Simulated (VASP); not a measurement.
# AlP (F-43m) in VASP: single point with PBE

Aim: the single point of AlP with PBE.

Program: VASP 6.6.1. These are calculated values, not measurements. Logs are shortened: lines on timing, memory, paths and dates and some standing lists are left out, and cuts for length are marked.

## 1. The cell of the first run

Symmetry: F-43m, No. 216, cubic system. Conventional cell: a = 5.507 Å, b = 5.507 Å, c = 5.507 Å, α = 90.00°, β = 90.00°, γ = 90.00°. Al (site symmetry -43m) has 4 P at 2.38 Å within 3.2 Å. P (site symmetry -43m) has 4 Al at 2.38 Å within 3.2 Å.

## 2. Single point, PBE

File INCAR:

```
SYSTEM = AlP
PREC = Accurate ; ENCUT = 500
EDIFF = 1E-6 ; ISMEAR = 0
SIGMA = 0.01 ; LREAL = Auto
LASPH = .True. ; NELM = 120
ALGO = Normal ; ISIF = 2
LWAVE = .False. ; LCHARG = .False.
GGA = PE ; NBANDS = 86
GGA_COMPAT = .False.
```

File KPOINTS:

```
Automatic mesh
0
Gamma
  1 1 1
  0 0 0
```

File POSCAR:

```
AlP
1.0
   -5.5073398843      5.5073398843     -5.5073398843
    5.5073398843     -5.5073398843     -5.5073398843
   -5.5073398843     -5.5073398843      5.5073398843
Al P
16 16
Direct
    0.5000000000      0.2500000000      0.2500000000
    0.2500000000      0.2500000000      0.5000000000
    0.0000000000      0.2500000000      0.7500000000
    0.7500000000      0.0000000000      0.2500000000
    0.7500000000      0.2500000000      0.0000000000
    0.5000000000      0.0000000000      0.5000000000
    0.2500000000      0.0000000000      0.7500000000
    0.0000000000      0.7500000000      0.2500000000
    1.0000000000      1.0000000000      1.0000000000
    0.7500000000      0.7500000000      0.5000000000
    0.5000000000      0.7500000000      0.7500000000
    0.2500000000      0.5000000000      0.2500000000
    0.2500000000      0.7500000000      0.0000000000
    0.0000000000      0.5000000000      0.5000000000
    0.7500000000      0.5000000000      0.7500000000
    0.5000000000      0.5000000000      0.0000000000
    0.5000000000      0.0000000000      0.2500000000
    0.2500000000      0.0000000000      0.5000000000
    0.0000000000      0.0000000000      0.7500000000
    0.7500000000      0.7500000000      0.2500000000
    0.7500000000      0.0000000000      0.0000000000
    0.5000000000      0.7500000000      0.5000000000
    0.2500000000      0.7500000000      0.7500000000
    0.0000000000      0.5000000000      0.2500000000
    0.0000000000      0.7500000000      0.0000000000
    0.7500000000      0.5000000000      0.5000000000
    0.5000000000      0.5000000000      0.7500000000
    0.2500000000      0.2500000000      0.2500000000
    0.2500000000      0.5000000000      0.0000000000
    0.0000000000      0.2500000000      0.5000000000
    0.7500000000      0.2500000000      0.7500000000
    0.5000000000      0.2500000000      0.0000000000
```

Potentials or basis: VASP PAW PBE potentials, release 64 (Al, P).

Command:

```console
$ cat potpaw_PBE.64/Al/POTCAR potpaw_PBE.64/P/POTCAR > POTCAR
$ mpirun -np 1 vasp_gam > vasp.out
```

OUTCAR:

```text
SYSTEM = AlP
   PREC = Accurate
   ENCUT = 500
   EDIFF = 1E-6
   ISMEAR = 0
   LREAL = Auto
   LASPH = .True.
   NELM = 120
   ISIF = 2
   GGA = PE

 ion  position               nearest neighbor table
   1  0.500  0.250  0.250-  17 2.38  26 2.38  28 2.38  32 2.38
   2  0.250  0.250  0.500-  18 2.38  27 2.38  28 2.38  30 2.38
   3  0.000  0.250  0.750-  19 2.38  29 2.38  30 2.38  31 2.38
   4  0.750  0.000  0.250-  17 2.38  20 2.38  21 2.38  30 2.38
   5  0.750  0.250  0.000-  21 2.38  24 2.38  31 2.38  32 2.38
   6  0.500  0.000  0.500-  17 2.38  18 2.38  22 2.38  31 2.38
[... 24 lines left out ...]
  31  0.750  0.250  0.750-   3 2.38   5 2.38   6 2.38  15 2.38
  32  0.500  0.250  0.000-   1 2.38   5 2.38   7 2.38  16 2.38

  LATTYP: Found a body centered cubic cell.
 ALAT       =    11.0146797686

  Lattice vectors:

 A1 = (  -5.5073398843,   5.5073398843,  -5.5073398843)
 A2 = (   5.5073398843,  -5.5073398843,  -5.5073398843)
 A3 = (  -5.5073398843,  -5.5073398843,   5.5073398843)

Analysis of symmetry for initial positions (statically):
=====================================================================
 Subroutine PRICEL returns following result:

  LATTYP: Found a face centered cubic cell.
 ALAT       =     5.5073398843

  Lattice vectors:

 A1 = (   2.7536699422,  -2.7536699422,   0.0000000000)
 A2 = (   2.7536699421,  -0.0000000000,   2.7536699422)
 A3 = (   0.0000000000,  -2.7536699422,   2.7536699422)

  16 primitive cells build up your supercell.

 Routine SETGRP: Setting up the symmetry group for a
 body centered cubic supercell.

 Subroutine GETGRP returns: Found 24 space group operations
 (whereof 24 operations were pure point group operations)
 out of a pool of 48 trial point group operations.

The static configuration has the point symmetry T_d .

Analysis of symmetry for dynamics (positions and initial velocities):
=====================================================================
 Subroutine PRICEL returns following result:

  LATTYP: Found a face centered cubic cell.
 ALAT       =     5.5073398843

  Lattice vectors:

 A1 = (   2.7536699422,  -2.7536699422,   0.0000000000)
 A2 = (   2.7536699421,  -0.0000000000,   2.7536699422)
 A3 = (   0.0000000000,  -2.7536699422,   2.7536699422)

[... 85 lines left out ...]
   EDIFF  = 0.1E-05   stopping-criterion for ELM
   LREAL  =      T    real-space projection
   EDIFFG = 0.1E-04   stopping-criterion for IOM
   NSW    =      0    number of steps for IOM
   IBRION =     -1    ionic relax: 0-MD 1-quasi-New 2-CG
   NFREE  =      0    steps in history (QN), initial steepest desc. (CG)
   ISIF   =      2    stress and relaxation
   ISYM   =      2    0-nonsym 1-usesym 2-fastsym
   POTIM  = 0.5000    time-step for ionic-motion
   TEBEG  =    0.0;   TEEND  =   0.0 temperature during run
   PSTRESS=    0.0 pullay stress
   NELECT =     128.0000    total number of electrons
   NUPDOWN=      -1.0000    fix difference up-down
   EMIN   =  10.00;   EMAX   =-10.00  energy-range for DOS
   EFERMI =   0.00;   METHOD = LEGACY
   ISMEAR =     0;   SIGMA  =   0.01  broadening in eV -4-tet -1-fermi 0-gaus
   EFERMI_NEDOS =   21; number of points for ismear=-14 and -15
   IALGO  =     38    algorithm
   IMIX   =      4    mixing-type and parameters
     AMIX     =   0.40;   BMIX     =  1.00
     AMIX_MAG =   1.60;   BMIX_MAG =  1.00
  volume/ion in A,a.u.               =      20.88       140.91
  Fermi-wavevector in a.u.,A,eV,Ry     =   0.943734  1.783399 12.117810  0.890634
  Thomas-Fermi vector in A             =   2.071470
   LORBIT       =      0    0 simple, 1 ext, 2 COOP (PROOUT), +10 PAW based schemes
   GGA     = PE    functional components
   LHFCALC =     F    Hartree Fock is set to
   AEXX    =    0.0000 exact exchange contribution
   IVDW    =     0    specifies the selected vdW correction
   LEPSILON=     F    determine dielectric tensor
   LRPA    =     F    only Hartree local field effects (RPA)
 non-spin polarized calculation
 Gauss-broadening in eV      SIGMA  =   0.01
  energy-cutoff  :      500.00
  volume of cell :      668.17
 maximum number of plane-waves:      8475
 NGX is ok and might be reduce to    70
   NGX = 35   NGY = 35   NGZ = 35

 number of electron     127.9999976 magnetization

 Free energy of the ion-electron system (eV)
  ---------------------------------------------------
  ext. energy  EPLUGINS =         0.00000000
  ---------------------------------------------------
  free energy    TOTEN  =      -163.35973995 eV

  energy without entropy =     -163.35973995  energy(sigma->0) =     -163.35973995

 E-fermi :   4.4715     XC(G=0):  -9.0784

 val. band max:        4.4102386369   @ k =   0.0000   0.0000   0.0000
 cond. band min:       6.0067699949   @ k =   0.0000   0.0000   0.0000
 fundamental gap:      1.5965313580
 Fermi energy:         4.4714692003

 k-point     1 :       0.0000    0.0000    0.0000
  band No.  band energies     occupation
      1      -6.9565      2.00000
      2      -5.4432      2.00000
      3      -5.4432      2.00000
      4      -5.4432      2.00000
      5      -5.4432      2.00000
      6      -5.4432      2.00000
[... 68 lines left out ...]
     75       8.1148      0.00000
     76       8.1148      0.00000
 [bands above 76 left out]

------------------------ aborting loop because EDIFF is reached ----------------------------------------

  FORCE on cell =-STRESS in cart. coord.  units (eV):
  Direction    XX          YY          ZZ          XY          YZ          ZX
  --------------------------------------------------------------------------------------
  -------------------------------------------------------------------------------------
  Total        2.6445367      2.6445367      2.6445367     -0.0000000      0.0000000     -0.0000000
  in kB        6.3412452      6.3412452      6.3412452     -0.0000000      0.0000000     -0.0000000
  external PRESSURE =       6.3412452 kB  Pullay stress =       0.0000000 kB

 VOLUME and BASIS-vectors are now :
 -----------------------------------------------------------------------------
  energy-cutoff  :      500.00
  volume of cell :      668.17
      direct lattice vectors                 reciprocal lattice vectors
    -5.507339884  5.507339884 -5.507339884    -0.090787932  0.000000000 -0.090787932
     5.507339884 -5.507339884 -5.507339884     0.000000000 -0.090787932 -0.090787932
    -5.507339884 -5.507339884  5.507339884    -0.090787932 -0.090787932  0.000000000

 POSITION                                       TOTAL-FORCE (eV/Angst)
 -----------------------------------------------------------------------------------
     -2.75367      0.00000     -2.75367         0.000000      0.000000      0.000000
     -2.75367     -2.75367      0.00000         0.000000      0.000000      0.000000
     -2.75367     -5.50734      2.75367         0.000000      0.000000      0.000000
     -5.50734      2.75367     -2.75367         0.000000      0.000000      0.000000
     -2.75367      2.75367     -5.50734         0.000000      0.000000     -0.000000
     -5.50734      0.00000      0.00000         0.000000     -0.000000      0.000000
[... 24 lines left out ...]
     -6.88417     -1.37683     -1.37683        -0.000000     -0.000000     -0.000000
     -1.37683      1.37683     -4.13050        -0.000000     -0.000000     -0.000000
 -----------------------------------------------------------------------------------
    total drift:                                0.000009      0.000009      0.000009

  FREE ENERGIE OF THE ION-ELECTRON SYSTEM (eV)
  ---------------------------------------------------
  free  energy   TOTEN  =      -163.3597399454 eV

  energy  without entropy=     -163.3597399454  energy(sigma->0) =     -163.35973995
```

OSZICAR:

```text
N       E                     dE             d eps       ncg     rms          rms(c)
DAV:   1     0.679833872433E+03    0.67983E+03   -0.53933E+04   172   0.125E+03
DAV:   2    -0.957731056618E+02   -0.77561E+03   -0.72473E+03   234   0.209E+02
DAV:   3    -0.167379909003E+03   -0.71607E+02   -0.70673E+02   208   0.635E+01
DAV:   4    -0.169468836400E+03   -0.20889E+01   -0.20793E+01   200   0.127E+01
DAV:   5    -0.169523079688E+03   -0.54243E-01   -0.54163E-01   208   0.218E+00    0.179E+01
DAV:   6    -0.164083414054E+03    0.54397E+01   -0.11188E+01   184   0.629E+00    0.118E+01
DAV:   7    -0.163339802094E+03    0.74361E+00   -0.43960E+00   186   0.409E+00    0.511E+00
DAV:   8    -0.163353800018E+03   -0.13998E-01   -0.33701E-01   172   0.136E+00    0.687E-01
DAV:   9    -0.163356835668E+03   -0.30356E-02   -0.14154E-02   184   0.332E-01    0.267E-01
DAV:  10    -0.163359706662E+03   -0.28710E-02   -0.47144E-03   186   0.186E-01    0.718E-02
DAV:  11    -0.163359732194E+03   -0.25532E-04   -0.41265E-04   196   0.449E-02    0.782E-02
DAV:  12    -0.163359733493E+03   -0.12991E-05   -0.13574E-05   194   0.104E-02    0.843E-02
DAV:  13    -0.163359776494E+03   -0.43001E-04   -0.40704E-04   172   0.388E-02    0.323E-02
DAV:  14    -0.163359740480E+03    0.36015E-04   -0.10757E-04   172   0.212E-02    0.279E-02
DAV:  15    -0.163359739945E+03    0.53424E-06   -0.41453E-06   156   0.478E-03
   1 F= -.16335974E+03 E0= -.16335974E+03  d E =-.883124E-18
```

stdout:

```text
POSCAR found type information on POSCAR AlP
 POSCAR found :  2 types and      32 ions
 scaLAPACK will be used
 LDA part: xc-table for (Slater+PW92), standard interpolation
 POSCAR, INCAR and KPOINTS ok, starting setup
 FFT: planning ... GRIDC
 FFT: planning ... GRID_SOFT
 FFT: planning ... GRID
 WAVECAR not read
 entering main loop
```

It took 57 s on 1 thread of Intel Xeon 6975P-C (Granite Rapids), shared host; peak memory 0.61 GiB.

What came out:

| Property | Result |
| --- | --- |
| Free energy | -163.3597 eV |
| Pressure | 0.6 GPa |
| Band gap on the k mesh | 1.60 eV |

Caveat: the k points lie up to 0.81 Å⁻¹ apart, too coarse for converged energies, forces and pressures; an odd mesh through Γ misses points on the zone boundary, where band edges can lie.
